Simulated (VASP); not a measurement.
# TiC (Fm-3m) in VASP: a series of runs

The runs below take TiC through single point, with PBEsol, r2SCAN.

Everything below comes from runs of VASP 6.6.1. Logs are shortened: lines on timing, memory, paths and dates and some standing lists are left out, and cuts for length are marked.

**1. The cell of the first run**

The structure is cubic, space group Fm-3m (No. 225). Conventional cell: a = 4.293 Å, b = 4.293 Å, c = 4.293 Å, α = 90.00°, β = 90.00°, γ = 90.00°. Ti (site symmetry m-3m) has 6 C at 2.15 Å within 2.8 Å. Within 2.8 Å of C (site symmetry m-3m) lie 6 Ti at 2.15 Å.

**2. Single point, PBEsol**

Contents of INCAR:

```
ALGO = Normal ; EDIFF = 1E-7
ENCUT = 520 ; GGA = PS
ISIF = 2 ; ISMEAR = 0
ISYM = 0 ; LASPH = T
LCHARG = F ; LREAL = F
LWAVE = F ; NBANDS = 15
NELM = 80 ; PREC = Accurate
SIGMA = 0.1
```

Contents of KPOINTS:

```
k-points
0
Gamma
  11 11 16
```

Contents of POSCAR:

```
TiC
1.0
    3.0358609370      0.0000000000      0.0000000000
    0.0000000000      3.0358609370      0.0000000000
    1.5179304685      1.5179304685      2.1466778553
Ti C
1 1
Direct
    0.0000000000      0.0000000000      0.0000000000
    0.5000000000      0.5000000000      0.0000000000
```

Potentials or basis: VASP PAW PBE potentials, release 64 (Ti_sv, C).

The run is started by

```sh
$ cat potpaw_PBE.64/Ti_sv/POTCAR potpaw_PBE.64/C/POTCAR > POTCAR
$ mpirun -np 1 vasp_std > vasp.out
```

OUTCAR:

```text
EDIFF = 1E-7
   ENCUT = 520
   GGA = PS
   ISIF = 2
   ISMEAR = 0
   ISYM = 0
   LASPH = T
   LREAL = F
   NELM = 80
   PREC = Accurate

 ion  position               nearest neighbor table
   1  0.000  0.000  0.000-   2 2.15   2 2.15   2 2.15   2 2.15   2 2.15   2 2.15
   2  0.500  0.500  0.000-   1 2.15   1 2.15   1 2.15   1 2.15   1 2.15   1 2.15

IMPORTANT INFORMATION: All symmetrisations will be switched off!
NOSYMM: (Re-)initialisation of all symmetry stuff for point group C_1.

----------------------------------------------------------------------------------------

                                     Primitive cell

  volume of cell :      19.7848

  direct lattice vectors                    reciprocal lattice vectors
     3.035860937  0.000000000  0.000000000     0.329395852  0.000000000 -0.232918041
     0.000000000  3.035860937  0.000000000     0.000000000  0.329395852 -0.232918041
     1.517930468  1.517930468  2.146677855     0.000000000  0.000000000  0.465836081

  length of vectors
     3.035860937  3.035860937  3.035860937     0.403425880  0.403425880  0.465836081

  position of ions in fractional coordinates (direct lattice)
     0.000000000  0.000000000  0.000000000
     0.500000000  0.500000000  0.000000000

  ion indices of the primitive-cell ions
   primitive index   ion index
                 1           1
                 2           2

----------------------------------------------------------------------------------------

 KPOINTS: k-points

Automatic generation of k-mesh.
 Grid dimensions read from file:
 generate k-points for:   11   11   16

 Generating k-lattice:

  Cartesian coordinates                     Fractional coordinates (reciprocal lattice)
     0.029945077  0.000000000 -0.021174367     0.090909091  0.000000000 -0.000000000
     0.000000000  0.029945077 -0.021174367     0.000000000  0.090909091 -0.000000000
     0.000000000  0.000000000  0.029114755     0.000000000  0.000000000  0.062500000

  Length of vectors
     0.036675080  0.036675080  0.029114755

  Shift w.r.t. Gamma in fractional coordinates (k-lattice)
     0.000000000  0.000000000  0.000000000

 -----------------------------------------------------------------------------
|                                                                             |
|           W    W    AA    RRRRR   N    N  II  N    N   GGGG   !!!           |
|           W    W   A  A   R    R  NN   N  II  NN   N  G    G  !!!           |
|           W    W  A    A  R    R  N N  N  II  N N  N  G       !!!           |
|           W WW W  AAAAAA  RRRRR   N  N N  II  N  N N  G  GGG   !            |
|           WW  WW  A    A  R   R   N   NN  II  N   NN  G    G                |
|           W    W  A    A  R    R  N    N  II  N    N   GGGG   !!!           |
|                                                                             |
|     Your reciprocal lattice and k-lattice belong to different lattice       |
|     classes:                                                                |
|                                                                             |
|        The reciprocal lattice is body-centered cubic,                       |
|        whereas your k-lattice is base-centered monoclinic.                  |
|                                                                             |
|     Results are often still useful ...                                      |
|                                                                             |
 -----------------------------------------------------------------------------

 WARNING: IBZKPT: internal override: KBLOWUP is changed to .FALSE.
      ... skipping the blow-up phase ...

 Subroutine IBZKPT returns following result:
 ===========================================

 Found    969 irreducible k-points:

 Following reciprocal coordinates:
            Coordinates               Weight
  0.000000  0.000000  0.000000      1.000000
  0.090909  0.000000  0.000000      2.000000
  0.181818  0.000000  0.000000      2.000000
  0.272727  0.000000  0.000000      2.000000
  0.363636  0.000000 -0.000000      2.000000
  0.454545  0.000000  0.000000      2.000000
[... 16 lines left out ...]
  0.454545  0.181818  0.000000      2.000000
 -0.454545  0.181818  0.000000      2.000000
 [... further k-points ...]
   k-points           NKPTS =    969   k-points in BZ     NKDIM =    969   number of bands    NBANDS=     15
   number of dos      NEDOS =    301   number of ions     NIONS =      2
   total plane-waves  NPLWV =  13824
   dimension x,y,z NGX =    24 NGY =   24 NGZ =   24
   dimension x,y,z NGXF=    48 NGYF=   48 NGZF=   48
   ions per type =               1   1
   NGX,Y,Z   is equivalent  to a cutoff of  13.14, 13.14, 13.14 a.u.
   NGXF,Y,Z  is equivalent  to a cutoff of  26.29, 26.29, 26.29 a.u.
 SYSTEM =  unknown system
   PREC   = accura    normal or accurate (medium, high low for compatibility)
   ISTART =      0    job   : 0-new  1-cont  2-samecut
   ICHARG =      2    charge: 1-file 2-atom 10-const
   ISPIN  =      1    spin polarized calculation?
   LNONCOLLINEAR =      F non collinear calculations
   LSORBIT =      F    spin-orbit coupling
   LASPH  =      T    aspherical Exc in radial PAW
   ENCUT  =  520.0 eV  38.22 Ry    6.18 a.u.   5.64  5.64  5.64*2*pi/ulx,y,z
   NELM   =     80;   NELMIN=  2; NELMDL= -5     # of ELM steps
   EDIFF  = 0.1E-06   stopping-criterion for ELM
   LREAL  =      F    real-space projection
   EDIFFG = 0.1E-05   stopping-criterion for IOM
   NSW    =      0    number of steps for IOM
   IBRION =     -1    ionic relax: 0-MD 1-quasi-New 2-CG
   NFREE  =      0    steps in history (QN), initial steepest desc. (CG)
   ISIF   =      2    stress and relaxation
   ISYM   =      0    0-nonsym 1-usesym 2-fastsym
   POTIM  = 0.5000    time-step for ionic-motion
   TEBEG  =    0.0;   TEEND  =   0.0 temperature during run
   PSTRESS=    0.0 pullay stress
   NELECT =      16.0000    total number of electrons
   NUPDOWN=      -1.0000    fix difference up-down
   EMIN   =  10.00;   EMAX   =-10.00  energy-range for DOS
   EFERMI =   0.00;   METHOD = LEGACY
   ISMEAR =     0;   SIGMA  =   0.10  broadening in eV -4-tet -1-fermi 0-gaus
   EFERMI_NEDOS =   21; number of points for ismear=-14 and -15
   IALGO  =     38    algorithm
   IMIX   =      4    mixing-type and parameters
     AMIX     =   0.40;   BMIX     =  1.00
     AMIX_MAG =   1.60;   BMIX_MAG =  1.00
  volume/ion in A,a.u.               =       9.89        66.76
  Fermi-wavevector in a.u.,A,eV,Ry     =   1.525239  2.882284 31.651975  2.326355
  Thomas-Fermi vector in A             =   2.633437
   LORBIT       =      0    0 simple, 1 ext, 2 COOP (PROOUT), +10 PAW based schemes
   GGA     = PS    functional components
   LHFCALC =     F    Hartree Fock is set to
   AEXX    =    0.0000 exact exchange contribution
   IVDW    =     0    specifies the selected vdW correction
   LEPSILON=     F    determine dielectric tensor
   LRPA    =     F    only Hartree local field effects (RPA)
 non-spin polarized calculation
 Gauss-broadening in eV      SIGMA  =   0.10
  energy-cutoff  :      520.00
  volume of cell :       19.78
 maximum number of plane-waves:       546
   NGX = 11   NGY = 11   NGZ = 11

 number of electron      16.0000003 magnetization

 Free energy of the ion-electron system (eV)
  ---------------------------------------------------
  ext. energy  EPLUGINS =         0.00000000
  ---------------------------------------------------
  free energy    TOTEN  =       -19.80287357 eV

  energy without entropy =      -19.80153294  energy(sigma->0) =      -19.80220325

 E-fermi :   9.6561     XC(G=0): -12.9982

 val. band max:        9.6304750915   @ k =   0.0909   0.0909   0.0625
 cond. band min:       9.6676179413   @ k =   0.0909   0.0909   0.1250
 fundamental gap:      0.0371428497
 Fermi energy:         9.6561045316

 k-point     1 :       0.0000    0.0000    0.0000
  band No.  band energies     occupation
      1     -46.6384      2.00000
      2     -22.7511      2.00000
      3     -22.7500      2.00000
      4     -22.7500      2.00000
      5      -2.8754      2.00000
      6      10.2870      0.00000
      7      10.2871      0.00000
      8      10.2877      0.00000
      9      11.3533      0.00000
     10      11.3535      0.00000
     11      11.3542      0.00000
     12      11.3970      0.00000
     13      11.3977      0.00000
     14      20.4863      0.00000
     15      23.6477      0.00000

 k-point     2 :       0.0909    0.0000    0.0000
  band No.  band energies     occupation
      1     -46.6318      2.00000
      2     -22.7964      2.00000
      3     -22.7553      2.00000
      4     -22.7543      2.00000
      5      -2.6814      2.00000
      6       9.4659      1.99285
      7       9.7676      0.11493
      8       9.7677      0.11452
      9      10.6429      0.00000
     10      10.6432      0.00000
     11      11.7539      0.00000
     12      12.9116      0.00000
     13      12.9121      0.00000
     14      20.8015      0.00000
     15      23.7457      0.00000

 k-point     3 :       0.1818    0.0000    0.0000
  band No.  band energies     occupation
      1     -46.6139      2.00000
      2     -22.9187      2.00000
      3     -22.7667      2.00000
      4     -22.7657      2.00000
      5      -2.1256      2.00000
      6       8.0058      2.00000
      7       8.6058      2.00000
      8       8.6061      2.00000
      9      10.9964      0.00000
     10      10.9966      0.00000
     11      12.2049      0.00000
     12      14.5175      0.00000
     13      14.5179      0.00000
     14      21.2871      0.00000
     15      23.8277      0.00000

 k-point     4 :       0.2727    0.0000    0.0000
  band No.  band energies     occupation
      1     -46.5903      2.00000
      2     -23.0756      2.00000
      3     -22.7816      2.00000
      4     -22.7806      2.00000
      5      -1.2818      2.00000
      6       6.4233      2.00000
      7       7.6596      2.00000
      8       7.6599      2.00000
      9      11.5739      0.00000
     10      11.5742      0.00000
     11      12.6588      0.00000
     12      16.0268      0.00000
     13      16.0272      0.00000
     14      20.6775      0.00000
     15      24.5013      0.00000
[... 307 lines left out ...]
 k-point    22 :       0.3636    0.1818    0.0000
  band No.  band energies     occupation
      1     -46.5478      2.00000
      2     -23.2223      2.00000
      3     -22.9264      2.00000
      4     -22.8171      2.00000
      5       0.3406      2.00000
      6       4.5333      2.00000
      7       6.6883      2.00000
      8       6.8896      2.00000
      9      12.2461      0.00000
     10      12.6246      0.00000
     11      13.5744      0.00000
     12      15.9231      0.00000
     13      17.7473      0.00000
     14      20.1341      0.00000
     15      23.8594      0.00000

 k-point    23 :       0.4545    0.1818    0.0000
  band No.  band energies     occupation
      1     -46.5435      2.00000
      2     -23.2479      2.00000
      3     -22.9123      2.00000
      4     -22.8375      2.00000
      5       0.4808      2.00000
      6       4.3896      2.00000
      7       6.5499      2.00000
      8       7.0386      2.00000
      9      12.1099      0.00000
     10      12.6860      0.00000
     11      13.6257      0.00000
     12      16.6611      0.00000
     13      16.9777      0.00000
     14      20.1771      0.00000
     15      24.1831      0.00000

 k-point    24 :      -0.4545    0.1818    0.0000
  band No.  band energies     occupation
      1     -46.5508      2.00000
      2     -23.2115      2.00000
      3     -22.8826      2.00000
      4     -22.8478      2.00000
      5       0.0104      2.00000
      6       4.8863      2.00000
      7       6.7282      2.00000
      8       7.4574      2.00000
      9      11.3485      0.00000
     10      12.7852      0.00000
     11      13.6182      0.00000
     12      15.8981      0.00000
     13      17.0224      0.00000
     14      20.8839      0.00000
     15      24.5917      0.00000

 [... further k-points ...]
[... 5 lines left out ...]
  --------------------------------------------------------------------------------------
  -------------------------------------------------------------------------------------
  Total        0.0364193      0.0364193      0.0180267     -0.0069253      0.0000934      0.0000934
  in kB        2.9492514      2.9492487      1.4598058     -0.5608134      0.0075652      0.0075651
  external PRESSURE =       2.4527686 kB  Pullay stress =       0.0000000 kB

 VOLUME and BASIS-vectors are now :
 -----------------------------------------------------------------------------
  energy-cutoff  :      520.00
  volume of cell :       19.78
      direct lattice vectors                 reciprocal lattice vectors
     3.035860937  0.000000000  0.000000000     0.329395852  0.000000000 -0.232918041
     0.000000000  3.035860937  0.000000000     0.000000000  0.329395852 -0.232918041
     1.517930468  1.517930468  2.146677855     0.000000000  0.000000000  0.465836081

 POSITION                                       TOTAL-FORCE (eV/Angst)
 -----------------------------------------------------------------------------------
      0.00000      0.00000      0.00000        -0.000000     -0.000000      0.000000
      1.51793      1.51793      0.00000         0.000000      0.000000     -0.000000
 -----------------------------------------------------------------------------------
    total drift:                               -0.000000      0.000000      0.000000

  FREE ENERGIE OF THE ION-ELECTRON SYSTEM (eV)
  ---------------------------------------------------
  free  energy   TOTEN  =       -19.8028735665 eV

  energy  without entropy=      -19.8015329358  energy(sigma->0) =      -19.80220325
```

It took 2.6 min on 1 thread of Intel Xeon Platinum 8488C (Sapphire Rapids), shared host; peak memory 0.39 GiB.

Results:

```
Free energy            : -19.8029 eV
Pressure               : 0.2 GPa
Band gap on the k mesh : zero (band 8 reaches 10.29 eV, above the bottom of band 9 at 9.20 eV)
```

Levels at points of the mesh, in eV from the Fermi level:
```csv
k point,band 4,band 5,band 6,band 7,band 8,band 9,band 10,band 11,band 12,band 13
"(0.00, 0.00, 0.00)",-32.41,-12.53,0.63,0.63,0.63,1.70,1.70,1.70,1.74,1.74
"(0.00, 0.00, 0.50)",-32.59,-10.21,-3.50,-1.79,-0.04,-0.04,2.79,3.61,3.61,6.07
```

Caveat: the PAW data sets were made with another functional, which shifts forces and pressure a little.

**3. Single point, r2SCAN**

Contents of POSCAR:

```
TiC
1.0
    0.0000000000      2.1466778518      2.1466778518
    2.1466778518      0.0000000000      2.1466778518
    2.1466778518      2.1466778518      0.0000000000
Ti C
1 1
Direct
    0.0000000000      0.0000000000      0.0000000000
    0.5000000000      0.5000000000      0.5000000000
```

Contents of INCAR.step1:

```
PREC = Accurate
ENCUT = 520
ISMEAR = 0
SIGMA = 0.1
LREAL = F
LASPH = T
NELM = 80
NBANDS = 15
GGA = PE
ALGO = Normal
EDIFF = 1E-4
LWAVE = T
LCHARG = F
```

Contents of INCAR.step2:

```
PREC = Accurate
ENCUT = 520
EDIFF = 1E-7
ISMEAR = 0
SIGMA = 0.1
LREAL = F
LASPH = T
NELM = 80
ALGO = Normal
ISIF = 2
LWAVE = F
LCHARG = F
METAGGA = R2SCAN
LMIXTAU = T
NBANDS = 15
ISTART = 1
```

Contents of KPOINTS:

```
Automatic mesh
0
Gamma
  16 16 16
```

Potentials or basis: VASP PAW PBE potentials, release 64 (Ti_sv, C).

The run is started by

```sh
$ cat potpaw_PBE.64/Ti_sv/POTCAR potpaw_PBE.64/C/POTCAR > POTCAR
$ cp INCAR.step1 INCAR
$ mpirun -np 1 vasp_std > vasp.out
$ cp INCAR.step2 INCAR
$ mpirun -np 1 vasp_std > vasp.out
```

Run time: 2 min. Hardware: 1 thread of Intel Xeon Platinum 8259CL at 2.50GHz (Skylake/Cascade Lake), shared host; peak memory 0.18 GiB.

Results (log left out):

```yaml
Free_energy: -24.8558 eV
Pressure: 7.6 GPa
Band_gap_on_the_k_mesh: zero (band 8 reaches 10.68 eV, above the bottom of band 9 at 9.35 eV)
```

Levels at points of the mesh, in eV from the Fermi level:
| k point | band 5 | band 6 | band 7 | band 8 | band 9 | band 10 | band 11 | band 12 |
| --- | --- | --- | --- | --- | --- | --- | --- | --- |
| (0.00, 0.00, 0.00) | -13.33 | 0.88 | 0.88 | 0.88 | 1.71 | 1.71 | 1.71 | 1.78 |
| (0.50, 0.00, 0.00) | -9.69 | -6.21 | -3.21 | -3.21 | 3.26 | 3.26 | 4.54 | 8.79 |
| (0.50, 0.50, 0.00) | -11.04 | -3.70 | -1.59 | -0.12 | -0.12 | 2.84 | 3.92 | 3.92 |

Caveat: the PAW data sets were made with another functional, which shifts forces and pressure a little.
